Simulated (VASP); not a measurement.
# Ni in VASP: further runs

Ni is run at these levels: PBEsol, r2SCAN; tasks: single point.

Everything below comes from runs of VASP 6.6.1. Logs are shortened: lines on timing, memory, paths and dates and some standing lists are left out, and cuts for length are marked.

### 1 The cell of the first run

Symmetry: I4/mmm, No. 139, tetragonal system. Conventional cell: a = 2.457 Å, b = 2.457 Å, c = 3.510 Å, α = 90.00°, β = 90.00°, γ = 90.00°. Within 3.2 Å of Ni (site symmetry 4/mmm) lie 12 Ni at 2.46 to 2.47 Å.

### 2 Single point, PBEsol, collinear spin, ferromagnetic start

INCAR reads:

```
SYSTEM = Ni
PREC = Accurate ; ENCUT = 520
EDIFF = 1E-7 ; ISMEAR = -1
SIGMA = 0.05 ; LREAL = .False.
LASPH = .True. ; NELM = 150
ALGO = Fast ; ISIF = 2
LWAVE = .False. ; LCHARG = .False.
ISPIN = 2 ; MAGMOM = 1
LORBIT = 11 ; LMAXMIX = 4
GGA = PS ; NBANDS = 15
```

KPOINTS reads:

```
regular mesh
0
Gamma
  11 11 11
  0 0 0
```

POSCAR reads:

```
Ni
1.0
    0.0000000000      1.7375729330      1.7549486623
    1.7375729330      0.0000000000      1.7549486623
    1.7375729330      1.7375729330      0.0000000000
Ni
1
Direct
    0.0000000000      0.0000000000      0.0000000000
```

Potentials or basis: VASP PAW PBE potentials, release 64 (Ni).

The run is started by

```bash
$ cat potpaw_PBE.64/Ni/POTCAR > POTCAR
$ mpirun -np 1 vasp_std > vasp.out
```

OUTCAR:

```text
SYSTEM = Ni
   PREC = Accurate
   ENCUT = 520
   EDIFF = 1E-7
   ISMEAR = -1
   LREAL = .False.
   LASPH = .True.
   NELM = 150
   ISIF = 2
   ISPIN = 2
   LORBIT = 11
   GGA = PS

 ion  position               nearest neighbor table
   1  0.000  0.000  0.000-

  LATTYP: Found a body centered tetragonal cell.
 ALAT       =     2.4572992075
 C/A-ratio  =     1.4283556980

  Lattice vectors:

 A1 = (  -1.7375729330,   0.0000000000,   1.7549486623)
 A2 = (   1.7375729330,   0.0000000000,   1.7549486623)
 A3 = (   0.0000000000,   1.7375729330,  -1.7549486623)

Analysis of symmetry for initial positions (statically):
=====================================================================
 Subroutine PRICEL returns:
 Original cell was already a primitive cell.

 Routine SETGRP: Setting up the symmetry group for a
 body centered tetragonal supercell.

 Subroutine GETGRP returns: Found 16 space group operations
 (whereof 16 operations were pure point group operations)
 out of a pool of 16 trial point group operations.

The static configuration has the point symmetry D_4h.

Analysis of symmetry for dynamics (positions and initial velocities):
=====================================================================
 Subroutine PRICEL returns:
 Original cell was already a primitive cell.

 Routine SETGRP: Setting up the symmetry group for a
 body centered tetragonal supercell.

 Subroutine GETGRP returns: Found 16 space group operations
 (whereof 16 operations were pure point group operations)
 out of a pool of 16 trial point group operations.

The dynamic configuration has the point symmetry D_4h.

Analysis of structural, dynamic, and magnetic symmetry:
=====================================================================
 Subroutine PRICEL returns:
 Original cell was already a primitive cell.

 Routine SETGRP: Setting up the symmetry group for a
 body centered tetragonal supercell.

 Subroutine GETGRP returns: Found 16 space group operations
 (whereof 16 operations were pure point group operations)
 out of a pool of 16 trial point group operations.

The overall configuration has the point symmetry D_4h.

 Subroutine INISYM returns: Found 16 space group operations
 (whereof 16 operations are pure point group operations),
 and found     1 'primitive' translations

----------------------------------------------------------------------------------------

                                     Primitive cell

  volume of cell :      10.5969

  direct lattice vectors                    reciprocal lattice vectors
     0.000000000  1.737572933  1.754948662    -0.287757705  0.287757705  0.284908619
     1.737572933  0.000000000  1.754948662     0.287757705 -0.287757705  0.284908619
     1.737572933  1.737572933  0.000000000     0.287757705  0.287757705 -0.284908619

  length of vectors
     2.469616267  2.469616267  2.457299207     0.496771492  0.496771492  0.496771492

  position of ions in fractional coordinates (direct lattice)
     0.000000000  0.000000000  0.000000000

  ion indices of the primitive-cell ions
   primitive index   ion index
                 1           1

----------------------------------------------------------------------------------------

 KPOINTS: regular mesh

Automatic generation of k-mesh.
 Grid dimensions read from file:
 generate k-points for:   11   11   11

 Generating k-lattice:

  Cartesian coordinates                     Fractional coordinates (reciprocal lattice)
    -0.026159791  0.026159791  0.025900784     0.090909091 -0.000000000  0.000000000
     0.026159791 -0.026159791  0.025900784    -0.000000000  0.090909091  0.000000000
     0.026159791  0.026159791 -0.025900784     0.000000000  0.000000000  0.090909091

  Length of vectors
     0.045161045  0.045161045  0.045161045

  Shift w.r.t. Gamma in fractional coordinates (k-lattice)
     0.000000000  0.000000000  0.000000000

 Subroutine IBZKPT returns following result:
 ===========================================

 Found    126 irreducible k-points:

 Following reciprocal coordinates:
            Coordinates               Weight
  0.000000  0.000000  0.000000      1.000000
  0.090909  0.000000  0.000000      8.000000
  0.181818  0.000000  0.000000      8.000000
  0.272727  0.000000  0.000000      8.000000
  0.363636  0.000000  0.000000      8.000000
  0.454545  0.000000  0.000000      8.000000
[... 16 lines left out ...]
 -0.272727  0.181818  0.000000      8.000000
 -0.181818  0.181818  0.000000      4.000000
 [... further k-points ...]
   k-points           NKPTS =    126   k-points in BZ     NKDIM =    126   number of bands    NBANDS=     15
   number of dos      NEDOS =    301   number of ions     NIONS =      1
   total plane-waves  NPLWV =   5832
   dimension x,y,z NGX =    18 NGY =   18 NGZ =   18
   dimension x,y,z NGXF=    36 NGYF=   36 NGZF=   36
   ions per type =               1
   NGX,Y,Z   is equivalent  to a cutoff of  12.12, 12.12, 12.18 a.u.
   NGXF,Y,Z  is equivalent  to a cutoff of  24.23, 24.23, 24.36 a.u.
 SYSTEM =  Ni
   PREC   = accura    normal or accurate (medium, high low for compatibility)
   ISTART =      0    job   : 0-new  1-cont  2-samecut
   ICHARG =      2    charge: 1-file 2-atom 10-const
   ISPIN  =      2    spin polarized calculation?
   LNONCOLLINEAR =      F non collinear calculations
   LSORBIT =      F    spin-orbit coupling
   LASPH  =      T    aspherical Exc in radial PAW
   ENCUT  =  520.0 eV  38.22 Ry    6.18 a.u.   4.59  4.59  4.57*2*pi/ulx,y,z
   NELM   =    150;   NELMIN=  2; NELMDL= -5     # of ELM steps
   EDIFF  = 0.1E-06   stopping-criterion for ELM
   LREAL  =      F    real-space projection
   EDIFFG = 0.1E-05   stopping-criterion for IOM
   NSW    =      0    number of steps for IOM
   IBRION =     -1    ionic relax: 0-MD 1-quasi-New 2-CG
   NFREE  =      0    steps in history (QN), initial steepest desc. (CG)
   ISIF   =      2    stress and relaxation
   ISYM   =      2    0-nonsym 1-usesym 2-fastsym
   POTIM  = 0.5000    time-step for ionic-motion
   TEBEG  =    0.0;   TEEND  =   0.0 temperature during run
   PSTRESS=    0.0 pullay stress
   NELECT =      10.0000    total number of electrons
   NUPDOWN=      -1.0000    fix difference up-down
   EMIN   =  10.00;   EMAX   =-10.00  energy-range for DOS
   EFERMI =   0.00;   METHOD = LEGACY
   ISMEAR =    -1;   SIGMA  =   0.05  broadening in eV -4-tet -1-fermi 0-gaus
   EFERMI_NEDOS =   21; number of points for ismear=-14 and -15
   IALGO  =     68    algorithm
   IMIX   =      4    mixing-type and parameters
     AMIX     =   0.40;   BMIX     =  1.00
     AMIX_MAG =   1.60;   BMIX_MAG =  1.00
  volume/ion in A,a.u.               =      10.60        71.51
  Fermi-wavevector in a.u.,A,eV,Ry     =   1.605763  3.034451 35.082261  2.578473
  Thomas-Fermi vector in A             =   2.702057
   LORBIT       =     11    0 simple, 1 ext, 2 COOP (PROOUT), +10 PAW based schemes
   GGA     = PS    functional components
   LHFCALC =     F    Hartree Fock is set to
   AEXX    =    0.0000 exact exchange contribution
   IVDW    =     0    specifies the selected vdW correction
   LEPSILON=     F    determine dielectric tensor
   LRPA    =     F    only Hartree local field effects (RPA)
 spin polarized calculation
 RMM-DIIS sequential band-by-band and
  energy-cutoff  :      520.00
  volume of cell :       10.60
 maximum number of plane-waves:       296
   NGX =  9   NGY =  9   NGZ =  9

 number of electron      10.0000003 magnetization       0.5737280

 Free energy of the ion-electron system (eV)
  ---------------------------------------------------
  ext. energy  EPLUGINS =         0.00000000
  ---------------------------------------------------
  free energy    TOTEN  =        -6.14063130 eV

  energy without entropy =       -6.12683711  energy(sigma->0) =       -6.13373420

 E-fermi :   9.5542     XC(G=0): -13.5919

 val. band max:        9.5444467167   @ k =  -0.4545   0.4545   0.0000
 cond. band min:       9.5751704911   @ k =   0.3636   0.2727   0.0000
 fundamental gap:      0.0307237744
 Fermi energy:         9.5542476337

 spin component 1

 k-point     1 :       0.0000    0.0000    0.0000
  band No.  band energies     occupation
      1       0.3251      1.00000
      2       7.0588      1.00000
      3       7.1224      1.00000
      4       7.1224      1.00000
      5       8.2745      1.00000
      6       8.3442      1.00000
      7      33.4910      0.00000
      8      37.4585      0.00000
      9      37.5762      0.00000
     10      37.5762      0.00000
     11      40.5273      0.00000
     12      40.5273      0.00000
     13      40.5890      0.00000
     14      43.5060      0.00000
     15      49.5049      0.00000
[... 397 lines left out ...]
 k-point    24 :      -0.1818    0.1818    0.0000
  band No.  band energies     occupation
      1       3.4649      1.00000
      2       6.4694      1.00000
      3       7.1900      1.00000
      4       7.7703      1.00000
      5       7.8820      1.00000
      6       9.1027      0.99988
      7      25.0363      0.00000
      8      25.8745      0.00000
      9      36.0815      0.00000
     10      37.2200      0.00000
     11      39.0168      0.00000
     12      42.1152      0.00000
     13      42.9388      0.00000
     14      48.4450      0.00000
     15      51.2722      0.00000

 [... further k-points ...]

 spin component 2

 k-point     1 :       0.0000    0.0000    0.0000
  band No.  band energies     occupation
      1       0.3047      1.00000
      2       7.7271      1.00000
      3       7.7892      1.00000
      4       7.7892      1.00000
      5       8.8406      1.00000
      6       8.9091      1.00000
      7      33.3760      0.00000
      8      37.4416      0.00000
      9      37.5684      0.00000
     10      37.5684      0.00000
     11      40.6277      0.00000
     12      40.6277      0.00000
     13      40.6973      0.00000
     14      43.4052      0.00000
     15      49.6812      0.00000
[... 397 lines left out ...]
 k-point    24 :      -0.1818    0.1818    0.0000
  band No.  band energies     occupation
      1       3.4848      1.00000
      2       7.0610      1.00000
      3       7.7647      1.00000
      4       8.4194      1.00000
      5       8.4684      1.00000
      6       9.7309      0.02839
      7      25.1835      0.00000
      8      25.9571      0.00000
      9      36.0640      0.00000
     10      37.2859      0.00000
     11      38.9543      0.00000
     12      42.1748      0.00000
     13      43.0419      0.00000
     14      48.6008      0.00000
     15      51.2695      0.00000

 [... further k-points ...]
[... 5 lines left out ...]
  --------------------------------------------------------------------------------------
  -------------------------------------------------------------------------------------
  Total       -0.2856049     -0.2856049     -0.3774482      0.0000000      0.0000000      0.0000000
  in kB      -43.1813005    -43.1813005    -57.0673101      0.0000000      0.0000000      0.0000000
  external PRESSURE =     -47.8099704 kB  Pullay stress =       0.0000000 kB

 VOLUME and BASIS-vectors are now :
 -----------------------------------------------------------------------------
  energy-cutoff  :      520.00
  volume of cell :       10.60
      direct lattice vectors                 reciprocal lattice vectors
     0.000000000  1.737572933  1.754948662    -0.287757705  0.287757705  0.284908619
     1.737572933  0.000000000  1.754948662     0.287757705 -0.287757705  0.284908619
     1.737572933  1.737572933  0.000000000     0.287757705  0.287757705 -0.284908619

 POSITION                                       TOTAL-FORCE (eV/Angst)
 -----------------------------------------------------------------------------------
      0.00000      0.00000      0.00000        -0.000000      0.000000      0.000000
 -----------------------------------------------------------------------------------
    total drift:                                0.000000     -0.000000     -0.000000

  FREE ENERGIE OF THE ION-ELECTRON SYSTEM (eV)
  ---------------------------------------------------
  free  energy   TOTEN  =        -6.1406312954 eV

  energy  without entropy=       -6.1268371107  energy(sigma->0) =       -6.13373420

 total charge

# of ion       s       p       d       tot
------------------------------------------
    1        0.511   0.526   8.325   9.362

 magnetization (x)

# of ion       s       p       d       tot
------------------------------------------
    1       -0.007  -0.026   0.615   0.582
```

It took 70 s on 1 thread of Intel Xeon 8259CL, shared host; peak memory 0.14 GiB.

Results:

- Free energy: -6.1406 eV
- Pressure: -4.8 GPa
- Net moment: 0.57 μB per cell
- Site moments: Ni +0.58 μB
- Valence electrons inside the program's atomic spheres: Ni 9.36

Levels at points of the mesh, in eV from the Fermi level:
Spin up:
```tsv
k point	band 2	band 3	band 4	band 5	band 6	band 7	band 8	band 9
(0.00, 0.00, 0.00)	-2.50	-2.43	-2.43	-1.28	-1.21	23.94	27.90	28.02
```
Spin down:
| k point | band 2 | band 3 | band 4 | band 5 | band 6 | band 7 | band 8 | band 9 |
| --- | --- | --- | --- | --- | --- | --- | --- | --- |
| (0.00, 0.00, 0.00) | -1.83 | -1.77 | -1.77 | -0.71 | -0.65 | 23.82 | 27.89 | 28.01 |

Caveat: the PAW data sets were made with another functional, which shifts forces and pressure a little.

[end of part 1 of 3]
